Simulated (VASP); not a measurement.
# WSe2 in VASP: single point with PBE

Aim: the single point of WSe2 with PBE.

All numbers are computed with VASP 6.6.1; they aren't measurements. Logs are shortened: lines on timing, memory, paths and dates and some standing lists are left out, and cuts for length are marked.

## (1) The cell of the first run

The typed cell holds 6 atoms: a = 3.321 Å, b = 3.321 Å, c = 15.732 Å, α = 77.81°, β = 77.81°, γ = 60.00°.

## (2) Single point, PBE (the part above a cut slid along it)

The input, INCAR:

```
SYSTEM = WSe2
ALGO = Normal ; EDIFF = 1E-7
ENCUT = 520 ; GGA = PE
ISIF = 2 ; ISMEAR = 0
LASPH = .True. ; LCHARG = .True.
LELF = .True. ; LREAL = .False.
LVHAR = .True. ; LWAVE = .False.
NBANDS = 35 ; NELM = 80
PREC = Accurate ; SIGMA = 0.05
```

The input, KPOINTS:

```
k-points
0
Gamma
  9 9 2
  0 0 0
```

The input, POSCAR:

```
WSe2
1.0
   -3.3206937274      0.0000000000      0.0000000000
   -1.6603468637     -2.8758051261      0.0000000000
   -3.3208597621     -1.9172992776     15.2573262715
W Se
2 4
Direct
    0.2966648333      0.2966648333      0.0550000000
    0.2966481667      0.2966481667      0.5550000000
    0.0366385503      0.0366385503      0.4450199235
    0.0366218837      0.0366218837      0.9450199235
   -0.1100088837     -0.1100088837      0.6649800765
    0.5566744497      0.5566744497      0.1649800765
```

Potentials or basis: VASP PAW PBE potentials, release 64 (W_sv, Se).

Launch:

```
$ cat potpaw_PBE.64/W_sv/POTCAR potpaw_PBE.64/Se/POTCAR > POTCAR
$ mpirun -np 1 vasp_std > vasp.out
```

OUTCAR:

```text
SYSTEM = WSe2
   EDIFF = 1E-7
   ENCUT = 520
   GGA = PE
   ISIF = 2
   ISMEAR = 0
   LASPH = .True.
   LREAL = .False.
   NELM = 80
   PREC = Accurate

 ion  position               nearest neighbor table
   1  0.297  0.297  0.055-   4 2.55   4 2.55   6 2.55   6 2.55   6 2.55   4 2.55
   2  0.297  0.297  0.555-   3 2.55   3 2.55   5 2.55   5 2.55   5 2.55   3 2.55
   3  0.037  0.037  0.445-   2 2.55   2 2.55   2 2.55
   4  0.037  0.037  0.945-   1 2.55   1 2.55   1 2.55
   5  0.890  0.890  0.665-   2 2.55   2 2.55   2 2.55
   6  0.557  0.557  0.165-   1 2.55   1 2.55   1 2.55

  LATTYP: Found a trigonal (rhomboedric) cell.
 ALAT       =    15.3773223125
 COS(alpha) =     0.9766832924

  Lattice vectors:

 A1 = (  -0.0001660347,  -1.9172992776,  15.2573262715)
 A2 = (   1.6601808290,   0.9585058485,  15.2573262715)
 A3 = (  -1.6605128984,   0.9585058485,  15.2573262715)

Analysis of symmetry for initial positions (statically):
=====================================================================
 Subroutine PRICEL returns:
 Original cell was already a primitive cell.

 Routine SETGRP: Setting up the symmetry group for a
 trigonal (rhombohedral) supercell.

 Subroutine GETGRP returns: Found  2 space group operations
 (whereof  2 operations were pure point group operations)
 out of a pool of 12 trial point group operations.

The static configuration has the point symmetry C_1h.

Analysis of symmetry for dynamics (positions and initial velocities):
=====================================================================
 Subroutine PRICEL returns:
 Original cell was already a primitive cell.

 Routine SETGRP: Setting up the symmetry group for a
 trigonal (rhombohedral) supercell.

 Subroutine GETGRP returns: Found  2 space group operations
 (whereof  2 operations were pure point group operations)
 out of a pool of 12 trial point group operations.

The dynamic configuration has the point symmetry C_1h.

 Subroutine INISYM returns: Found  2 space group operations
 (whereof  2 operations are pure point group operations),
 and found     1 'primitive' translations

----------------------------------------------------------------------------------------

                                     Primitive cell

  volume of cell :     145.7024

  direct lattice vectors                    reciprocal lattice vectors
    -3.320693727  0.000000000  0.000000000    -0.301141894  0.173864354 -0.043697040
    -1.660346864 -2.875805126  0.000000000     0.000000000 -0.347728708 -0.043697040
    -3.320859762 -1.917299278 15.257326272     0.000000000  0.000000000  0.065542283

  length of vectors
     3.320693727  3.320693727 15.731819699     0.350463529  0.350463529  0.065542283

  position of ions in fractional coordinates (direct lattice)
     0.296664833  0.296664833  0.055000000
     0.296648167  0.296648167  0.555000000
     0.036638550  0.036638550  0.445019923
     0.036621884  0.036621884  0.945019923
     0.889991116  0.889991116  0.664980077
     0.556674450  0.556674450  0.164980077

  ion indices of the primitive-cell ions
   primitive index   ion index
                 1           1
                 2           2
                 3           3
                 4           4
                 5           5
                 6           6

----------------------------------------------------------------------------------------

 KPOINTS: k-points

Automatic generation of k-mesh.
 Grid dimensions read from file:
 generate k-points for:    9    9    2

 Generating k-lattice:

  Cartesian coordinates                     Fractional coordinates (reciprocal lattice)
    -0.033460210  0.019318262 -0.004855227     0.111111111  0.000000000  0.000000000
     0.000000000 -0.038636523 -0.004855227     0.000000000  0.111111111  0.000000000
     0.000000000  0.000000000  0.032771142     0.000000000  0.000000000  0.500000000

  Length of vectors
     0.038940392  0.038940392  0.032771142

  Shift w.r.t. Gamma in fractional coordinates (k-lattice)
     0.000000000  0.000000000  0.000000000

 -----------------------------------------------------------------------------
|                                                                             |
|           W    W    AA    RRRRR   N    N  II  N    N   GGGG   !!!           |
|           W    W   A  A   R    R  NN   N  II  NN   N  G    G  !!!           |
|           W    W  A    A  R    R  N N  N  II  N N  N  G       !!!           |
|           W WW W  AAAAAA  RRRRR   N  N N  II  N  N N  G  GGG   !            |
|           WW  WW  A    A  R   R   N   NN  II  N   NN  G    G                |
|           W    W  A    A  R    R  N    N  II  N    N   GGGG   !!!           |
|                                                                             |
|     Your reciprocal lattice and k-lattice belong to different lattice       |
|     classes:                                                                |
|                                                                             |
|        The reciprocal lattice is rhombohedral (trigonal),                   |
|        whereas your k-lattice is base-centered monoclinic.                  |
|                                                                             |
|     Results are often still useful ...                                      |
|                                                                             |
 -----------------------------------------------------------------------------

 WARNING: IBZKPT: internal override: KBLOWUP is changed to .FALSE.
      ... skipping the blow-up phase ...

 Subroutine IBZKPT returns following result:
 ===========================================

 Found     50 irreducible k-points:

 Following reciprocal coordinates:
            Coordinates               Weight
  0.000000  0.000000  0.000000      1.000000
  0.111111  0.000000  0.000000      4.000000
  0.222222  0.000000 -0.000000      4.000000
  0.333333  0.000000 -0.000000      4.000000
  0.444444  0.000000 -0.000000      4.000000
  0.111111  0.111111 -0.000000      2.000000
[... 16 lines left out ...]
 -0.333333  0.333333 -0.000000      2.000000
  0.444444  0.444444  0.000000      2.000000
 [... further k-points ...]
   k-points           NKPTS =     50   k-points in BZ     NKDIM =     50   number of bands    NBANDS=     35
   number of dos      NEDOS =    301   number of ions     NIONS =      6
   total plane-waves  NPLWV =  94080
   dimension x,y,z NGX =    28 NGY =   28 NGZ =  120
   dimension x,y,z NGXF=    56 NGYF=   56 NGZF=  240
   ions per type =               2   4
   NGX,Y,Z   is equivalent  to a cutoff of  14.02, 14.02, 12.68 a.u.
   NGXF,Y,Z  is equivalent  to a cutoff of  28.04, 28.04, 25.36 a.u.
 SYSTEM =  WSe2
   PREC   = accura    normal or accurate (medium, high low for compatibility)
   ISTART =      0    job   : 0-new  1-cont  2-samecut
   ICHARG =      2    charge: 1-file 2-atom 10-const
   ISPIN  =      1    spin polarized calculation?
   LNONCOLLINEAR =      F non collinear calculations
   LSORBIT =      F    spin-orbit coupling
   LASPH  =      T    aspherical Exc in radial PAW
   ENCUT  =  520.0 eV  38.22 Ry    6.18 a.u.   6.17  6.17 29.25*2*pi/ulx,y,z
   NELM   =     80;   NELMIN=  2; NELMDL= -5     # of ELM steps
   EDIFF  = 0.1E-06   stopping-criterion for ELM
   LREAL  =      F    real-space projection
   EDIFFG = 0.1E-05   stopping-criterion for IOM
   NSW    =      0    number of steps for IOM
   IBRION =     -1    ionic relax: 0-MD 1-quasi-New 2-CG
   NFREE  =      0    steps in history (QN), initial steepest desc. (CG)
   ISIF   =      2    stress and relaxation
   ISYM   =      2    0-nonsym 1-usesym 2-fastsym
   POTIM  = 0.5000    time-step for ionic-motion
   TEBEG  =    0.0;   TEEND  =   0.0 temperature during run
   PSTRESS=    0.0 pullay stress
   NELECT =      52.0000    total number of electrons
   NUPDOWN=      -1.0000    fix difference up-down
   EMIN   =  10.00;   EMAX   =-10.00  energy-range for DOS
   EFERMI =   0.00;   METHOD = LEGACY
   ISMEAR =     0;   SIGMA  =   0.05  broadening in eV -4-tet -1-fermi 0-gaus
   EFERMI_NEDOS =   21; number of points for ismear=-14 and -15
   IALGO  =     38    algorithm
   IMIX   =      4    mixing-type and parameters
     AMIX     =   0.40;   BMIX     =  1.00
     AMIX_MAG =   1.60;   BMIX_MAG =  1.00
  volume/ion in A,a.u.               =      24.28       163.87
  Fermi-wavevector in a.u.,A,eV,Ry     =   1.161236  2.194417 18.347025  1.348468
  Thomas-Fermi vector in A             =   2.297810
   LORBIT       =      0    0 simple, 1 ext, 2 COOP (PROOUT), +10 PAW based schemes
   GGA     = PE    functional components
   LHFCALC =     F    Hartree Fock is set to
   AEXX    =    0.0000 exact exchange contribution
   IVDW    =     0    specifies the selected vdW correction
   LEPSILON=     F    determine dielectric tensor
   LRPA    =     F    only Hartree local field effects (RPA)
 non-spin polarized calculation
 Gauss-broadening in eV      SIGMA  =   0.05
  energy-cutoff  :      520.00
  volume of cell :      145.70
 maximum number of plane-waves:      3944
 NGX is ok and might be reduce to    28
   NGX = 13   NGY = 13   NGZ = 59

 number of electron      51.9999996 magnetization

 Free energy of the ion-electron system (eV)
  ---------------------------------------------------
  ext. energy  EPLUGINS =         0.00000000
  ---------------------------------------------------
  free energy    TOTEN  =       -42.47308362 eV

  energy without entropy =      -42.47090010  energy(sigma->0) =      -42.47199186

 E-fermi :   4.9197     XC(G=0):  -9.5190

 val. band max:        4.6884091615   @ k =  -0.2222   0.2222   0.5000
 cond. band min:       4.9356300182   @ k =  -0.2222   0.2222   0.5000
 fundamental gap:      0.2472208567
 Fermi energy:         4.9197029649

 k-point     1 :       0.0000    0.0000    0.0000
  band No.  band energies     occupation
      1     -69.9644      2.00000
      2     -69.9176      2.00000
      3     -34.1416      2.00000
      4     -34.1416      2.00000
      5     -34.1372      2.00000
      6     -34.0989      2.00000
[... 27 lines left out ...]
     34       8.3744      0.00000
     35       8.5609      0.00000
[... 843 lines left out ...]
      5     -34.1899      2.00000
      6     -34.0985      2.00000
[... 27 lines left out ...]
     34       8.5225      0.00000
     35       8.7544      0.00000

 [... further k-points ...]
[... 5 lines left out ...]
  --------------------------------------------------------------------------------------
  -------------------------------------------------------------------------------------
  Total        0.5705193      0.5716285      1.5778243     -0.0009606      0.0013272      0.0022987
  in kB        6.2735625      6.2857594     17.3501210     -0.0105628      0.0145943      0.0252775
  external PRESSURE =       9.9698143 kB  Pullay stress =       0.0000000 kB

 VOLUME and BASIS-vectors are now :
 -----------------------------------------------------------------------------
  energy-cutoff  :      520.00
  volume of cell :      145.70
      direct lattice vectors                 reciprocal lattice vectors
    -3.320693727  0.000000000  0.000000000    -0.301141894  0.173864354 -0.043697040
    -1.660346864 -2.875805126  0.000000000     0.000000000 -0.347728708 -0.043697040
    -3.320859762 -1.917299278 15.257326272     0.000000000  0.000000000  0.065542283

 POSITION                                       TOTAL-FORCE (eV/Angst)
 -----------------------------------------------------------------------------------
     -1.66035     -0.95860      0.83915         0.000627      0.000362     -0.000780
     -3.32069     -1.91720      8.46782        -0.000029     -0.000017     -0.000293
     -1.66035     -0.95860      6.78981         0.000010      0.000006     -0.052330
     -3.32069     -1.91720     14.41848        -0.000980     -0.000566     -0.437590
     -6.64139     -3.83441     10.14582         0.000019      0.000011      0.051384
     -3.32069     -1.91720      2.51715         0.000353      0.000204      0.439609
 -----------------------------------------------------------------------------------
    total drift:                               -0.000053     -0.000031      0.000176

  FREE ENERGIE OF THE ION-ELECTRON SYSTEM (eV)
  ---------------------------------------------------
  free  energy   TOTEN  =       -42.4730836206 eV

  energy  without entropy=      -42.4709000959  energy(sigma->0) =      -42.47199186
```

Run time: 2.9 min. Hardware: 1 thread of Intel Xeon 6975P-C (Granite Rapids), shared host; peak memory 0.41 GiB.

What came out:

```
Free energy            : -42.4731 eV
Pressure               : 1.0 GPa
Largest force          : 0.440 eV/Å
Band gap on the k mesh : zero (bands 26 and 27 overlap by 0.47 eV)
```

Forces in eV/Å, atoms in the order of the input:
```
W    0.001  0.000 -0.001
W    0.000  0.000  0.000
Se   0.000  0.000 -0.052
Se  -0.001 -0.001 -0.438
Se   0.000  0.000  0.051
Se   0.000  0.000  0.440
```

Caveat: the cell differs from its parent crystal (the part above a cut slid along it); spin-orbit coupling is left out, which moves the levels of the heavy elements.

The gap in the log of VASP goes by the Fermi energy; the results here count the filled bands.